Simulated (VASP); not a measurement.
# HfO2 (Fm-3m) in VASP: further runs, part 2 of 2

VASP 6.6.1. Earlier steps stand in the parts before.

**5. Relaxation of cell and atoms, PBEsol, target pressure 5 GPa, at which the enthalpy is minimised**

INCAR

```
SYSTEM = HfO2
PREC = Accurate
ENCUT = 600
EDIFF = 1E-6
ISMEAR = 0
SIGMA = 0.01
LREAL = .False.
LASPH = .True.
NELM = 60
ALGO = Normal
ISIF = 3
LWAVE = .False.
LCHARG = .False.
GGA = PS
IBRION = 2
NSW = 80
EDIFFG = -0.1
PSTRESS = 50.0
```

KPOINTS

```
Automatic mesh
0
Gamma
  4 4 4
  0 0 0
```

POSCAR

```
HfO2
1.0
    3.6168510000      0.0000000000      0.0000000000
    1.8084255000      3.1322848477      0.0000000000
    1.8084255000      1.0440949492      2.9531464752
Hf O
1 2
Direct
    0.0000000000      0.0000000000      0.0000000000
    0.2500000000      0.2500000000      0.2500000000
    0.7500000000      0.7500000000      0.7500000000
```

Potentials or basis: VASP PAW PBE potentials, release 64 (Hf_pv, O).

On the command line:

```
$ cat potpaw_PBE.64/Hf_pv/POTCAR potpaw_PBE.64/O/POTCAR > POTCAR
$ mpirun -np 1 vasp_std > vasp.out
```

OUTCAR:

```text
SYSTEM = HfO2
   PREC = Accurate
   ENCUT = 600
   EDIFF = 1E-6
   ISMEAR = 0
   LREAL = .False.
   LASPH = .True.
   NELM = 60
   ISIF = 3
   GGA = PS
   IBRION = 2
   NSW = 80
   EDIFFG = -0.1
   PSTRESS = 50.0

 ion  position               nearest neighbor table
   1  0.000  0.000  0.000-   3 2.21   2 2.21   3 2.21   2 2.21   2 2.21   3 2.21   2 2.21   3 2.21

   2  0.250  0.250  0.250-   1 2.21   1 2.21   1 2.21   1 2.21
   3  0.750  0.750  0.750-   1 2.21   1 2.21   1 2.21   1 2.21

  LATTYP: Found a face centered cubic cell.
 ALAT       =     5.1149997373

  Lattice vectors:

 A1 = (   3.6168510000,   0.0000000000,   0.0000000000)
 A2 = (   1.8084255000,   3.1322848477,   0.0000000000)
 A3 = (   1.8084255000,   1.0440949492,   2.9531464752)

[... 168 lines left out ...]
  -------------------------------------------------------------------------------------
  Total       -2.8702611     -2.8702611     -2.8702611     -0.0000000      0.0000000      0.0000000
  in kB     -137.4532881   -137.4532881   -137.4532881     -0.0000000      0.0000000      0.0000000
  external PRESSURE =    -187.4532881 kB  Pullay stress =      50.0000000 kB
[... 65 lines left out ...]
--------------------------------------- Ionic step        3  -------------------------------------------

 number of electron      22.0000002 magnetization

 Free energy of the ion-electron system (eV)
  ---------------------------------------------------
  ext. energy  EPLUGINS =         0.00000000
  ---------------------------------------------------
  free energy    TOTEN  =       -31.64004327 eV

  energy without entropy =      -31.64004327  energy(sigma->0) =      -31.64004327

 E-fermi :   4.5805     XC(G=0): -12.3507

 val. band max:        4.5286226644   @ k =   0.5000   0.5000   0.0000
 cond. band min:       8.3187061943   @ k =   0.5000   0.5000   0.0000
 fundamental gap:      3.7900835299
 Fermi energy:         4.5805447147

 k-point     1 :       0.0000    0.0000    0.0000
  band No.  band energies     occupation
      1     -24.8912      2.00000
      2     -24.8912      2.00000
      3     -24.8912      2.00000
      4     -14.4517      2.00000
      5     -11.1154      2.00000
      6      -1.1624      2.00000
      7      -1.1624      2.00000
      8      -1.1624      2.00000
      9       3.8889      2.00000
     10       3.8889      2.00000
     11       3.8889      2.00000
     12       8.4116      0.00000
     13       8.4116      0.00000
     14      10.5409      0.00000
[... 159 lines left out ...]
  energy  without entropy=      -31.6400432699  energy(sigma->0) =      -31.64004327

  enthalpy is  TOTEN    =       -30.6687530095 eV   P V=        0.9712902604

 reached required accuracy - stopping structural energy minimisation
```

CONTCAR:

```text
HfO2
   1.00000000000000
     3.5307600442264846   -0.0000000000000000    0.0000000000000000
     1.7653800221132423    3.0577278929642380    0.0000000000006171
     1.7653800221132423    1.0192426309561213    2.8828535041637995
  Hf              O
     1     2
Direct
     0.0000000000000000    0.0000000000000000    0.0000000000000000
     0.2500000000000000    0.2500000000000000    0.2500000000000000
     0.7500000000000000    0.7500000000000000    0.7500000000000000

  0.00000000E+00  0.00000000E+00  0.00000000E+00
  0.00000000E+00  0.00000000E+00  0.00000000E+00
  0.00000000E+00  0.00000000E+00  0.00000000E+00
```

Wall time 38 s (1 thread of Intel Xeon Platinum 8259CL at 2.50GHz (Skylake/Cascade Lake), shared host); peak memory 0.17 GiB.

What came out:

* Free energy: -31.6400 eV
* Relaxed volume: 10.37 Å³/atom
* Relaxed cell: a = 3.531 Å, b = 3.531 Å, c = 3.531 Å, α = 60.00°, β = 60.00°, γ = 60.00°
* Space group after relaxing (to 0.05 Å): Fm-3m (No. 225)
* Energy change on relaxing (the enthalpy is what falls): -26.0 meV/atom
* Ionic steps: 3
* Pressure after relaxing: 4.3 GPa
* Band gap on the k mesh: 3.79 eV, direct

Step by step:
```tsv
step	energy change (eV)	largest force (eV/Å)	pressure (GPa)	volume (Å³)
1	0.0000	0.0000	-13.75	33.46
2	0.4837	0.0000	50.50	27.53
3	-0.0779	0.0000	4.25	31.12
```

Final structure:
```
Hf O
1.0
     3.53076    0.00000    0.00000
     1.76538    3.05773    0.00000
     1.76538    1.01924    2.88285
Hf O
1 2
Direct
  0.00000 0.00000 0.00000
  0.25000 0.25000 0.25000
  0.75000 0.75000 0.75000
```

Levels at points of the mesh, in eV from the valence-band top:
| k point | band 7 | band 8 | band 9 | band 10 | band 11 | band 12 | band 13 | band 14 | band 15 |
| --- | --- | --- | --- | --- | --- | --- | --- | --- | --- |
| (0.00, 0.00, 0.00) | -5.69 | -5.69 | -0.64 | -0.64 | -0.64 | 3.88 | 3.88 | 6.01 | 11.01 |
| (0.50, 0.00, 0.00) | -4.61 | -3.15 | -2.88 | -1.91 | -1.91 | 4.69 | 4.69 | 7.39 | 8.99 |
| (0.50, 0.50, 0.00) | -3.61 | -3.61 | -1.63 | -1.63 | 0.00 | 3.79 | 5.67 | 7.02 | 8.54 |

Caveat: the k points lie up to 0.54 Å⁻¹ apart in the final cell; the cell is relaxed towards a set pressure, so the enthalpy falls and the energy may rise; the PAW data sets were made with another functional, which shifts forces and pressure a little; spin-orbit coupling is left out, which moves the levels of the heavy elements. Expect the measured gap to be larger: semilocal functionals such as PBEsol lack the derivative discontinuity.

**6. Relaxation of cell and atoms, PBEsol, target pressure 10 GPa, at which the enthalpy is minimised**

INCAR

```
SYSTEM = HfO2
PREC = Accurate
ENCUT = 600
EDIFF = 1E-6
ISMEAR = 0
SIGMA = 0.01
LREAL = .FALSE.
LASPH = .TRUE.
NELM = 100
ALGO = Normal
ISIF = 3
LWAVE = .FALSE.
LCHARG = .FALSE.
GGA = PS
IBRION = 2
NSW = 80
EDIFFG = -0.1
PSTRESS = 100.0
```

KPOINTS

```
Automatic mesh
0
G
  4 4 4
  0 0 0
```

POSCAR is that of step 5.

Potentials or basis: VASP PAW PBE potentials, release 64 (Hf_pv, O).

On the command line:

```
$ cat potpaw_PBE.64/Hf_pv/POTCAR potpaw_PBE.64/O/POTCAR > POTCAR
$ mpirun -np 1 vasp_std > vasp.out
```

OUTCAR:

```text
SYSTEM = HfO2
   PREC = Accurate
   ENCUT = 600
   EDIFF = 1E-6
   ISMEAR = 0
   LREAL = .FALSE.
   LASPH = .TRUE.
   NELM = 100
   ISIF = 3
   GGA = PS
   IBRION = 2
   NSW = 80
   EDIFFG = -0.1
   PSTRESS = 100.0

 ion  position               nearest neighbor table
   1  0.000  0.000  0.000-   3 2.21   2 2.21   3 2.21   2 2.21   2 2.21   3 2.21   2 2.21   3 2.21

   2  0.250  0.250  0.250-   1 2.21   1 2.21   1 2.21   1 2.21
   3  0.750  0.750  0.750-   1 2.21   1 2.21   1 2.21   1 2.21

  LATTYP: Found a face centered cubic cell.
 ALAT       =     5.1149997373

  Lattice vectors:

 A1 = (   3.6168510000,   0.0000000000,   0.0000000000)
 A2 = (   1.8084255000,   3.1322848477,   0.0000000000)
 A3 = (   1.8084255000,   1.0440949492,   2.9531464752)

Analysis of symmetry for initial positions (statically):
=====================================================================
 Subroutine PRICEL returns:
 Original cell was already a primitive cell.

 Routine SETGRP: Setting up the symmetry group for a
 face centered cubic supercell.

 Subroutine GETGRP returns: Found 48 space group operations
 (whereof 48 operations were pure point group operations)
 out of a pool of 48 trial point group operations.

The static configuration has the point symmetry O_h .
[... 139 lines left out ...]

 number of electron      21.9999993 magnetization

 Free energy of the ion-electron system (eV)
  ---------------------------------------------------
  ext. energy  EPLUGINS =         0.00000000
  ---------------------------------------------------
  free energy    TOTEN  =       -31.56216239 eV

  energy without entropy =      -31.56216239  energy(sigma->0) =      -31.56216239

------------------------ aborting loop because EDIFF is reached ----------------------------------------

  FORCE on cell =-STRESS in cart. coord.  units (eV):
  Direction    XX          YY          ZZ          XY          YZ          ZX
  --------------------------------------------------------------------------------------
  -------------------------------------------------------------------------------------
  Total       -2.8702611     -2.8702611     -2.8702611     -0.0000000      0.0000000      0.0000000
  in kB     -137.4532881   -137.4532881   -137.4532881     -0.0000000      0.0000000      0.0000000
  external PRESSURE =    -237.4532881 kB  Pullay stress =     100.0000000 kB
[... 65 lines left out ...]
--------------------------------------- Ionic step        3  -------------------------------------------

 number of electron      22.0000003 magnetization

 Free energy of the ion-electron system (eV)
  ---------------------------------------------------
  ext. energy  EPLUGINS =         0.00000000
  ---------------------------------------------------
  free energy    TOTEN  =       -31.62197514 eV

  energy without entropy =      -31.62197514  energy(sigma->0) =      -31.62197514

 E-fermi :   4.7083     XC(G=0): -12.4303

 val. band max:        4.6594726466   @ k =   0.5000   0.5000   0.0000
 cond. band min:       8.4869913041   @ k =   0.5000   0.5000   0.0000
 fundamental gap:      3.8275186574
 Fermi energy:         4.7083126722

 k-point     1 :       0.0000    0.0000    0.0000
  band No.  band energies     occupation
      1     -24.6960      2.00000
      2     -24.6960      2.00000
      3     -24.6960      2.00000
      4     -14.4168      2.00000
      5     -11.0026      2.00000
      6      -1.1275      2.00000
      7      -1.1275      2.00000
      8      -1.1275      2.00000
      9       4.0122      2.00000
     10       4.0122      2.00000
     11       4.0122      2.00000
     12       8.5735      0.00000
     13       8.5735      0.00000
     14      10.7885      0.00000
[... 159 lines left out ...]
  energy  without entropy=      -31.6219751439  energy(sigma->0) =      -31.62197514

  enthalpy is  TOTEN    =       -29.7076044795 eV   P V=        1.9143706644

 reached required accuracy - stopping structural energy minimisation
```

OSZICAR:

```text
N       E                     dE             d eps       ncg     rms          rms(c)
DAV:   1     0.119831862766E+03    0.11983E+03   -0.13784E+04   240   0.161E+03
DAV:   2    -0.320289187957E+02   -0.15186E+03   -0.14769E+03   317   0.351E+02
DAV:   3    -0.368405098338E+02   -0.48116E+01   -0.48074E+01   282   0.594E+01
[... 31 lines left out ...]
DAV:   8    -0.316220478716E+02    0.91012E-04   -0.14430E-04   275   0.868E-02    0.405E-01
DAV:   9    -0.316219801083E+02    0.67763E-04   -0.22527E-04   268   0.108E-01    0.144E-01
DAV:  10    -0.316219772858E+02    0.28225E-05   -0.80159E-06   283   0.195E-02    0.898E-02
DAV:  11    -0.316219754794E+02    0.18064E-05   -0.44301E-06   247   0.160E-02    0.237E-02
DAV:  12    -0.316219751439E+02    0.33548E-06   -0.53380E-07   120   0.505E-03
   3 F= -.29707604E+02 E0= -.29707604E+02  d E =-.233614E+00
```

CONTCAR:

```text
HfO2
   1.00000000000000
     3.5135855870859820   -0.0000000000000000    0.0000000000000000
     1.7567927935429910    3.0428543767843648    0.0000000000005843
     1.7567927935429910    1.0142847922296243    2.8688306186293513
  Hf              O
     1     2
Direct
     0.0000000000000000    0.0000000000000000    0.0000000000000000
     0.2500000000000000    0.2500000000000000    0.2500000000000000
     0.7500000000000000    0.7500000000000000    0.7500000000000000

  0.00000000E+00  0.00000000E+00  0.00000000E+00
  0.00000000E+00  0.00000000E+00  0.00000000E+00
  0.00000000E+00  0.00000000E+00  0.00000000E+00
```

Run time: 41 s. Hardware: 1 thread of Intel Xeon Platinum 8259CL at 2.50GHz (Skylake/Cascade Lake), shared host; peak memory 0.17 GiB.

What came out:

```yaml
Free_energy: -31.6220 eV
Relaxed_volume: 10.22 Å³/atom
Relaxed_cell: a = 3.514 Å, b = 3.514 Å, c = 3.514 Å, α = 60.00°, β = 60.00°, γ = 60.00°
Space_group_after_relaxing_to_0.05_Å: Fm-3m (No. 225)
Energy_change_on_relaxing_the_enthalpy_is_what_falls: -19.9 meV/atom
Ionic_steps: 3
Pressure_after_relaxing: 8.6 GPa
Band_gap_on_the_k_mesh: 3.83 eV, direct
```

The path:
```tsv
step	energy change (eV)	largest force (eV/Å)	pressure (GPa)	volume (Å³)
1	0.0000	0.0000	-13.75	33.46
2	1.0656	0.0000	79.02	26.07
3	-0.0598	0.0000	8.64	30.67
```

Final structure:
```yaml
crystal:
  lattice:
    - [3.51359, 0.00000, 0.00000]
    - [1.75679, 3.04285, 0.00000]
    - [1.75679, 1.01428, 2.86883]
  atoms:
    - { symbol: Hf, position: [0.00000, 0.00000, 0.00000] }
    - { symbol: O, position: [0.25000, 0.25000, 0.25000] }
    - { symbol: O, position: [0.75000, 0.75000, 0.75000] }
```

Caveat: the k points lie up to 0.55 Å⁻¹ apart in the final cell; the cell is relaxed towards a set pressure, so the enthalpy falls and the energy may rise; the PAW data sets were made with another functional, which shifts forces and pressure a little; spin-orbit coupling is left out, which moves the levels of the heavy elements.

**7. Overview**

```tsv
cell	gap on the mesh (eV)	pressure (GPa)
relaxed to -2 GPa	3.73	-2.2
relaxed	3.75	-0.3
relaxed to 2 GPa	3.77	1.5
relaxed to 5 GPa	3.79	4.3
relaxed to 10 GPa	3.83	8.6
```

Alike in all rows: task relaxation of cell and atoms; level PBEsol; potentials or basis VASP PAW PBE potentials, release 64 (Hf_pv, O); no spin polarisation; k mesh 4 × 4 × 4; cutoff (eV) 600; smearing gaussian 0.01 eV.

Caveats: all runs use coarse meshes; the PAW data sets were made with another functional, which shifts forces and pressure a little; spin-orbit coupling is left out, which moves the levels of the heavy elements; the cell is relaxed towards a set pressure, so the enthalpy falls and the energy may rise (some runs).

Absolute energies hang on the potentials; compare differences alone.
